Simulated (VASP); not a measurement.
C: relaxation of the atoms with PBEsol

The system is C, a slab with vacuum.

```xyz
4
Lattice="1.7063 0.0000 0.0000 0.0000 6.3118 0.0000 0.0000 0.0000 17.9702" Properties=species:S:1:pos:R:3 pbc="T T T"
C     0.0000    4.7338    8.3326
C     0.8531    1.5779    8.3330
C     0.8531    4.7338    9.6372
C     0.0000    1.5779    9.6376
```

```
Program                : VASP 6.6.1
Task                   : relaxation of the atoms
Functional             : PBEsol
Potentials or basis    : VASP PAW PBE potentials, release 64 (C)
Cutoff                 : 520 eV
k mesh                 : 19 × 5 × 1
Occupations            : fermi-dirac, width 0.05 eV
Spin                   : no spin polarisation
Dipole correction      : yes
Further INCAR settings : ALGO = Normal; EDIFF = 1e-07; IBRION = 2; EDIFFG = -0.01; NSW = 32
```

```yaml
Energy_gained_by_relaxing: 0.2 meV/atom
Ionic_steps: 3
Band_gap_on_the_k_mesh: zero (bands 8 and 9 overlap by 2.45 eV)
```

The path:
```csv
step,energy change (eV),largest force (eV/Å),pressure (GPa)
1,0.0000,0.0889,-1.42
2,-0.0006,0.0142,-1.62
3,-0.0007,0.0004,-1.59
```

Final structure:
```xyz
4
Lattice="1.7063 0.0000 0.0000 0.0000 6.3118 0.0000 0.0000 0.0000 17.9702" Properties=species:S:1:pos:R:3 pbc="T T T"
C     0.0000    4.7338    8.3289
C     0.8531    1.5779    8.3293
C     0.8531    4.7338    9.6409
C     0.0000    1.5779    9.6413
```

Levels at points of the mesh, in eV from the Fermi level:
| k point | band 6 | band 7 | band 8 | band 9 | band 10 | band 11 |
| --- | --- | --- | --- | --- | --- | --- |
| (0.00, 0.00, 0.00) | -5.37 | -5.08 | -4.49 | -0.93 | 1.60 | 5.20 |

Run time: 4.5 min on 1 thread of AMD EPYC 7R13, on a shared host, peak memory 0.28 GiB.

Caveat: the PAW data sets were made with another functional, which shifts forces and pressure a little.
